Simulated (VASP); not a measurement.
Input of a VASP 6.6.1 run:

INCAR

```
  PREC = Accurate
  ENCUT = 520
  EDIFF = 1E-7
  ISMEAR = -1
  SIGMA = 0.1
  LREAL = False
  LASPH = True
  NELM = 60
  ALGO = Normal
  ISIF = 2
  LWAVE = False
  LCHARG = False
  GGA = PE
  IVDW = 12
  IBRION = 2
  NSW = 45
  EDIFFG = -0.08
  KPAR = 2
```

File KPOINTS:

```
Automatic mesh
0
Gamma
  2 2 3
```

POSCAR

```
BRu12
1.0
    5.4000000000      0.0000000000      0.0000000000
   -4.0500000000      7.0148060000      0.0000000000
    0.0000000000      0.0000000000      4.2768000000
Ru B
12 1
Direct
    0.0000000000      0.0000000000      0.0000000000
    0.1666667000      0.2222222000      0.5000000000
    0.0000000000      0.3333333000      0.0000000000
    0.1666667000      0.5555556000      0.5000000000
    0.0000000000      0.6666667000      0.0000000000
    0.1666667000      0.8888889000      0.5000000000
    0.5000000000      0.0000000000      0.0000000000
    0.6666667000      0.2222222000      0.5000000000
    0.5000000000      0.3333333000      0.0000000000
    0.6666667000      0.5555556000      0.5000000000
    0.5000000000      0.6666667000      0.0000000000
    0.6666667000      0.8888889000      0.5000000000
    0.3307378000      0.4387845000      0.2636919000
```

Potentials or basis: VASP PAW PBE potentials, release 64 (Ru_pv, B).

Command:

```sh
$ cat potpaw_PBE.64/Ru_pv/POTCAR potpaw_PBE.64/B/POTCAR > POTCAR
$ mpirun -np 2 vasp_std > vasp.out
```

(1) Estimate the dispersion energy per atom.

(2) What does it give for the band gap on the k mesh?

Results:

(1) -0.622 eV.

(2) zero (an odd number of electrons rules out a gap without spin polarisation).

Caveat: the k points lie up to 0.59 Å⁻¹ apart, too coarse for converged energies and pressures of a metal.
